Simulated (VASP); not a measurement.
# Cu (Fm-3m) in VASP: further runs

Cu is run at these levels: PBE; tasks: single point.

All numbers are computed with VASP 6.6.1; they aren't measurements. Logs are shortened: lines on timing, memory, paths and dates and some standing lists are left out, and cuts for length are marked.

**1. The cell of the first run**

The structure is cubic, space group Fm-3m (No. 225). The conventional cell has a = 3.666 Å, b = 3.666 Å, c = 3.666 Å, α = 90.00°, β = 90.00°, γ = 90.00°. Cu (site symmetry m-3m) has 12 Cu at 2.59 Å within 3.4 Å.

**2. Single point, PBE (12.31 Å³/atom)**

INCAR

```
SYSTEM = Cu
ALGO = Fast ; EDIFF = 1E-7
ENCUT = 520 ; GGA = PE
ISIF = 2 ; ISMEAR = 0
LASPH = .TRUE. ; LCHARG = .FALSE.
LREAL = .FALSE. ; LWAVE = .FALSE.
NBANDS = 12 ; NELM = 100
PREC = Accurate ; SIGMA = 0.1
```

KPOINTS

```
k-points
0
G
  26 26 26
  0 0 0
```

POSCAR

```
Cu
1.0
    0.0000000000      1.8328073523      1.8328073523
    1.8328073523      0.0000000000      1.8328073523
    1.8328073523      1.8328073523      0.0000000000
Cu
1
Direct
    0.0000000000      0.0000000000      0.0000000000
```

Potentials or basis: VASP PAW PBE potentials, release 64 (Cu).

Run with:

```console
$ cat potpaw_PBE.64/Cu/POTCAR > POTCAR
$ mpirun -np 1 vasp_std > vasp.out
```

OUTCAR:

```text
SYSTEM = Cu
   EDIFF = 1E-7
   ENCUT = 520
   GGA = PE
   ISIF = 2
   ISMEAR = 0
   LASPH = .TRUE.
   LREAL = .FALSE.
   NELM = 100
   PREC = Accurate

 ion  position               nearest neighbor table
   1  0.000  0.000  0.000-

  LATTYP: Found a face centered cubic cell.
 ALAT       =     3.6656147046

  Lattice vectors:

 A1 = (   0.0000000000,   1.8328073523,   1.8328073523)
 A2 = (   1.8328073523,   0.0000000000,   1.8328073523)
 A3 = (   1.8328073523,   1.8328073523,   0.0000000000)

Analysis of symmetry for initial positions (statically):
=====================================================================
 Subroutine PRICEL returns:
 Original cell was already a primitive cell.

 Routine SETGRP: Setting up the symmetry group for a
 face centered cubic supercell.

 Subroutine GETGRP returns: Found 48 space group operations
 (whereof 48 operations were pure point group operations)
 out of a pool of 48 trial point group operations.

The static configuration has the point symmetry O_h .

Analysis of symmetry for dynamics (positions and initial velocities):
=====================================================================
 Subroutine PRICEL returns:
 Original cell was already a primitive cell.

 Routine SETGRP: Setting up the symmetry group for a
 face centered cubic supercell.

 Subroutine GETGRP returns: Found 48 space group operations
 (whereof 48 operations were pure point group operations)
 out of a pool of 48 trial point group operations.

The dynamic configuration has the point symmetry O_h .

 Subroutine INISYM returns: Found 48 space group operations
 (whereof 48 operations are pure point group operations),
 and found     1 'primitive' translations

----------------------------------------------------------------------------------------

                                     Primitive cell

  volume of cell :      12.3135

  direct lattice vectors                    reciprocal lattice vectors
     0.000000000  1.832807352  1.832807352    -0.272805540  0.272805540  0.272805540
     1.832807352  0.000000000  1.832807352     0.272805540 -0.272805540  0.272805540
     1.832807352  1.832807352  0.000000000     0.272805540  0.272805540 -0.272805540

  length of vectors
     2.591981015  2.591981015  2.591981015     0.472513056  0.472513056  0.472513056

  position of ions in fractional coordinates (direct lattice)
     0.000000000  0.000000000  0.000000000

  ion indices of the primitive-cell ions
   primitive index   ion index
                 1           1

----------------------------------------------------------------------------------------

 KPOINTS: k-points

Automatic generation of k-mesh.
 Grid dimensions read from file:
 generate k-points for:   26   26   26

 Generating k-lattice:

  Cartesian coordinates                     Fractional coordinates (reciprocal lattice)
    -0.010492521  0.010492521  0.010492521     0.038461538  0.000000000  0.000000000
     0.010492521 -0.010492521  0.010492521     0.000000000  0.038461538  0.000000000
     0.010492521  0.010492521 -0.010492521     0.000000000  0.000000000  0.038461538

  Length of vectors
     0.018173579  0.018173579  0.018173579

  Shift w.r.t. Gamma in fractional coordinates (k-lattice)
     0.000000000  0.000000000  0.000000000

 Subroutine IBZKPT returns following result:
 ===========================================

 Found    511 irreducible k-points:

 Following reciprocal coordinates:
            Coordinates               Weight
  0.000000  0.000000  0.000000      1.000000
  0.038462  0.000000  0.000000      8.000000
  0.076923  0.000000  0.000000      8.000000
  0.115385  0.000000  0.000000      8.000000
  0.153846  0.000000  0.000000      8.000000
  0.192308  0.000000  0.000000      8.000000
[... 16 lines left out ...]
  0.346154  0.038462  0.000000     24.000000
  0.384615  0.038462  0.000000     24.000000
 [... further k-points ...]
   k-points           NKPTS =    511   k-points in BZ     NKDIM =    511   number of bands    NBANDS=     12
   number of dos      NEDOS =    301   number of ions     NIONS =      1
   total plane-waves  NPLWV =   8000
   dimension x,y,z NGX =    20 NGY =   20 NGZ =   20
   dimension x,y,z NGXF=    40 NGYF=   40 NGZF=   40
   ions per type =               1
   NGX,Y,Z   is equivalent  to a cutoff of  12.83, 12.83, 12.83 a.u.
   NGXF,Y,Z  is equivalent  to a cutoff of  25.66, 25.66, 25.66 a.u.
 SYSTEM =  Cu
   PREC   = accura    normal or accurate (medium, high low for compatibility)
   ISTART =      0    job   : 0-new  1-cont  2-samecut
   ICHARG =      2    charge: 1-file 2-atom 10-const
   ISPIN  =      1    spin polarized calculation?
   LNONCOLLINEAR =      F non collinear calculations
   LSORBIT =      F    spin-orbit coupling
   LASPH  =      T    aspherical Exc in radial PAW
   ENCUT  =  520.0 eV  38.22 Ry    6.18 a.u.   4.82  4.82  4.82*2*pi/ulx,y,z
   NELM   =    100;   NELMIN=  2; NELMDL= -5     # of ELM steps
   EDIFF  = 0.1E-06   stopping-criterion for ELM
   LREAL  =      F    real-space projection
   EDIFFG = 0.1E-05   stopping-criterion for IOM
   NSW    =      0    number of steps for IOM
   IBRION =     -1    ionic relax: 0-MD 1-quasi-New 2-CG
   NFREE  =      0    steps in history (QN), initial steepest desc. (CG)
   ISIF   =      2    stress and relaxation
   ISYM   =      2    0-nonsym 1-usesym 2-fastsym
   POTIM  = 0.5000    time-step for ionic-motion
   TEBEG  =    0.0;   TEEND  =   0.0 temperature during run
   PSTRESS=    0.0 pullay stress
   NELECT =      11.0000    total number of electrons
   NUPDOWN=      -1.0000    fix difference up-down
   EMIN   =  10.00;   EMAX   =-10.00  energy-range for DOS
   EFERMI =   0.00;   METHOD = LEGACY
   ISMEAR =     0;   SIGMA  =   0.10  broadening in eV -4-tet -1-fermi 0-gaus
   EFERMI_NEDOS =   21; number of points for ismear=-14 and -15
   IALGO  =     68    algorithm
   IMIX   =      4    mixing-type and parameters
     AMIX     =   0.40;   BMIX     =  1.00
     AMIX_MAG =   1.60;   BMIX_MAG =  1.00
  volume/ion in A,a.u.               =      12.31        83.10
  Fermi-wavevector in a.u.,A,eV,Ry     =   1.576687  2.979507 33.823307  2.485943
  Thomas-Fermi vector in A             =   2.677483
   LORBIT       =      0    0 simple, 1 ext, 2 COOP (PROOUT), +10 PAW based schemes
   GGA     = PE    functional components
   LHFCALC =     F    Hartree Fock is set to
   AEXX    =    0.0000 exact exchange contribution
   IVDW    =     0    specifies the selected vdW correction
   LEPSILON=     F    determine dielectric tensor
   LRPA    =     F    only Hartree local field effects (RPA)
 non-spin polarized calculation
 RMM-DIIS sequential band-by-band and
 Gauss-broadening in eV      SIGMA  =   0.10
  energy-cutoff  :      520.00
  volume of cell :       12.31
 maximum number of plane-waves:       342
   NGX =  9   NGY =  9   NGZ =  9

 number of electron      10.9999989 magnetization

 Free energy of the ion-electron system (eV)
  ---------------------------------------------------
  ext. energy  EPLUGINS =         0.00000000
  ---------------------------------------------------
  free energy    TOTEN  =        -3.72610289 eV

  energy without entropy =       -3.72482825  energy(sigma->0) =       -3.72546557

 E-fermi :   7.1011     XC(G=0): -12.4854

 val. band max:        7.1004262576   @ k =   0.5000   0.2308   0.0769
 cond. band min:       7.1086865985   @ k =   0.4615   0.3846   0.0385
 fundamental gap:      0.0082603409
 Fermi energy:         7.1011386252

 k-point     1 :       0.0000    0.0000    0.0000
  band No.  band energies     occupation
      1      -1.9585      2.00000
      2       4.1776      2.00000
      3       4.1776      2.00000
      4       4.1776      2.00000
      5       4.9477      2.00000
      6       4.9477      2.00000
      7      29.3387      0.00000
      8      31.6619      0.00000
      9      31.6619      0.00000
     10      31.6619      0.00000
     11      34.1279      0.00000
     12      34.1279      0.00000

 k-point     2 :       0.0385    0.0000    0.0000
  band No.  band energies     occupation
      1      -1.9061      2.00000
      2       4.1668      2.00000
      3       4.1874      2.00000
      4       4.1874      2.00000
      5       4.9438      2.00000
      6       4.9438      2.00000
      7      29.0568      0.00000
      8      30.8020      0.00000
      9      31.4718      0.00000
     10      31.4718      0.00000
     11      34.3953      0.00000
     12      34.3953      0.00000

 k-point     3 :       0.0769    0.0000    0.0000
  band No.  band energies     occupation
      1      -1.7496      2.00000
      2       4.1358      2.00000
      3       4.2150      2.00000
      4       4.2150      2.00000
      5       4.9337      2.00000
      6       4.9337      2.00000
      7      27.7920      0.00000
      8      30.1187      0.00000
      9      31.0542      0.00000
     10      31.0542      0.00000
     11      35.0374      0.00000
     12      35.0378      0.00000
[... 286 lines left out ...]
 k-point    23 :       0.3462    0.0385    0.0000
  band No.  band energies     occupation
      1       1.3662      2.00000
      2       4.1436      2.00000
      3       4.2393      2.00000
      4       4.2726      2.00000
      5       5.2305      2.00000
      6       5.2828      2.00000
      7      15.4575      0.00000
      8      27.6998      0.00000
      9      28.0438      0.00000
     10      29.7206      0.00000
     11      32.5736      0.00000
     12      34.1671      0.00000

 k-point    24 :       0.3846    0.0385    0.0000
  band No.  band energies     occupation
      1       1.7946      2.00000
      2       4.1974      2.00000
      3       4.2348      2.00000
      4       4.4681      2.00000
      5       5.3658      2.00000
      6       5.3842      2.00000
      7      13.8941      0.00000
      8      27.6524      0.00000
      9      27.8593      0.00000
     10      29.1703      0.00000
     11      32.3246      0.00000
     12      33.4887      0.00000

 [... further k-points ...]

------------------------ aborting loop because EDIFF is reached ----------------------------------------

  FORCE on cell =-STRESS in cart. coord.  units (eV):
  Direction    XX          YY          ZZ          XY          YZ          ZX
  --------------------------------------------------------------------------------------
  -------------------------------------------------------------------------------------
  Total       -0.2385330     -0.2385330     -0.2385330      0.0000000      0.0000000     -0.0000000
  in kB      -31.0369127    -31.0369127    -31.0369127      0.0000000      0.0000000     -0.0000000
  external PRESSURE =     -31.0369127 kB  Pullay stress =       0.0000000 kB

 VOLUME and BASIS-vectors are now :
 -----------------------------------------------------------------------------
  energy-cutoff  :      520.00
  volume of cell :       12.31
      direct lattice vectors                 reciprocal lattice vectors
     0.000000000  1.832807352  1.832807352    -0.272805540  0.272805540  0.272805540
     1.832807352  0.000000000  1.832807352     0.272805540 -0.272805540  0.272805540
     1.832807352  1.832807352  0.000000000     0.272805540  0.272805540 -0.272805540

 POSITION                                       TOTAL-FORCE (eV/Angst)
 -----------------------------------------------------------------------------------
      0.00000      0.00000      0.00000         0.000000      0.000000      0.000000
 -----------------------------------------------------------------------------------
    total drift:                                0.000000      0.000000      0.000000

  FREE ENERGIE OF THE ION-ELECTRON SYSTEM (eV)
  ---------------------------------------------------
  free  energy   TOTEN  =        -3.7261028899 eV

  energy  without entropy=       -3.7248282545  energy(sigma->0) =       -3.72546557
```

Run time: 34 s. Hardware: 1 thread of Intel Xeon 6975P-C (Granite Rapids), shared host; peak memory 0.18 GiB.

Results:

```
Free energy            : -3.7261 eV
Pressure               : -3.1 GPa
Band gap on the k mesh : zero (an odd number of electrons rules out a gap without spin polarisation)
```

Levels at points of the mesh, in eV from the Fermi level:
| k point | band 2 | band 3 | band 4 | band 5 | band 6 | band 7 | band 8 | band 9 | band 10 | band 11 |
| --- | --- | --- | --- | --- | --- | --- | --- | --- | --- | --- |
| (0.00, 0.00, 0.00) | -2.92 | -2.92 | -2.92 | -2.15 | -2.15 | 22.24 | 24.56 | 24.56 | 24.56 | 27.03 |
| (0.50, 0.00, 0.00) | -2.95 | -2.95 | -1.62 | -1.62 | -0.90 | 3.53 | 20.75 | 21.41 | 21.41 | 24.46 |
| (0.50, 0.50, 0.00) | -4.23 | -1.64 | -1.49 | -1.49 | 1.51 | 6.81 | 12.74 | 12.74 | 17.13 | 19.56 |

Caveat: the cell stands under tension.

**3. Single point, PBE (12.67 Å³/atom)**

This run uses another cell than the first one, of 12.67 Å³/atom.

INCAR

```
SYSTEM = Cu
PREC = Accurate
ENCUT = 520
EDIFF = 1E-6
ISMEAR = 0
SIGMA = 0.1
LREAL = .False.
LASPH = .True.
NELM = 60
ALGO = Fast
ISIF = 2
LWAVE = .False.
LCHARG = .False.
GGA = PE
NBANDS = 12
```

KPOINTS

```
regular mesh
0
Gamma
  26 26 26
  0 0 0
```

POSCAR

```
Cu
1.0
    0.0000000000      1.8504315811      1.8504315811
    1.8504315811      0.0000000000      1.8504315811
    1.8504315811      1.8504315811      0.0000000000
Cu
1
Direct
    0.0000000000      0.0000000000      0.0000000000
```

Potentials or basis: VASP PAW PBE potentials, release 64 (Cu).

Run with:

```console
$ cat potpaw_PBE.64/Cu/POTCAR > POTCAR
$ mpirun -np 1 vasp_std > vasp.out
```

It took 31 s on 1 thread of Intel Xeon 6975P-C (Granite Rapids), shared host; peak memory 0.18 GiB.

It converged, with:

- Free energy: -3.7151 eV
- Pressure: -6.5 GPa
- Band gap on the k mesh: zero (an odd number of electrons rules out a gap without spin polarisation)

Levels at points of the mesh, in eV from the Fermi level:
```
           k point  band 3  band 4  band 5  band 6  band 7  band 8  band 9  band 10
(0.00, 0.00, 0.00)   -2.84   -2.84   -2.11   -2.11   22.00   24.11   24.11    24.11
(0.50, 0.00, 0.00)   -2.87   -1.60   -1.60   -0.82    3.39   20.53   20.97    20.97
(0.50, 0.50, 0.00)   -1.61   -1.47   -1.47    1.53    6.61   12.52   12.52    16.85
```

Caveat: the cell stands under tension.

[end of part 1 of 2]
